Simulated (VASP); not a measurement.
## Ti3O4: single point with r2SCAN

Ti3O4:

```
Ti O
1.0
    -2.06220    2.06220    4.07903
     2.06220   -2.06220    4.07903
     2.06220    2.06220   -4.07903
Ti O
3 4
Direct
  0.25000 0.75000 0.50000
  0.50000 0.50000 0.00000
  0.75000 0.25000 0.50000
  0.00000 0.50000 0.50000
  0.24441 0.24441 0.00000
  0.50000 0.00000 0.50000
  0.75559 0.75559 0.00000
```

* Program: VASP 6.6.1
* Task: single point
* Functional: r2SCAN
* Potentials or basis: VASP PAW PBE potentials, release 64 (Ti_sv, O)
* Cutoff: 520 eV
* k mesh: 12 × 12 × 12
* Occupations: gaussian, width 0.05 eV
* Spin: no spin polarisation
* Dipole correction: no
* Further INCAR settings: ALGO = Normal; EDIFF = 1e-06; NBANDS = 39

- Pressure: 1.6 GPa
- Largest force: 0.059 eV/Å
- Band gap on the k mesh: zero (bands 30 and 31 overlap by 3.47 eV)

Forces in eV/Å, atoms in the order of the input:
```
Ti   0.000  0.000  0.000
Ti   0.000  0.000  0.000
Ti   0.000  0.000  0.000
O    0.000  0.000  0.000
O    0.000  0.000 -0.059
O    0.000  0.000  0.000
O    0.000  0.000  0.059
```

Stress tensor (GPa, compression positive):
```
1.55 0.00 0.00
0.00 1.55 0.00
0.00 0.00 1.77
```

Levels at points of the mesh, in eV from the Fermi level:
```
           k point  band 26  band 27  band 28  band 29  band 30  band 31  band 32  band 33  band 34  band 35
(0.00, 0.00, 0.00)    -4.64    -4.33    -4.33    -2.83    -0.66    -0.66     0.48     0.49     0.49     0.83
(0.50, 0.00, 0.00)    -5.79    -5.61    -4.51    -1.16     0.31     0.37     0.51     0.69     1.08     1.40
(0.50, 0.50, 0.00)    -6.10    -5.77    -3.99     0.79     0.79     1.03     1.13     1.22     1.32     1.62
(0.50, 0.50, 0.50)    -5.33    -4.78    -4.78    -2.51    -2.47    -2.47    -0.02     1.04     1.43     1.50
```

Run time: 17 min on 1 thread of Intel(R) Xeon(R) 6975P-C (Granite Rapids), on a shared host, peak memory 0.49 GiB.

Caveat: the PAW data sets were made with another functional, which shifts forces and pressure a little; semilocal functionals often make such compounds metallic where correlation or magnetic order opens a gap, which also shifts bond lengths.
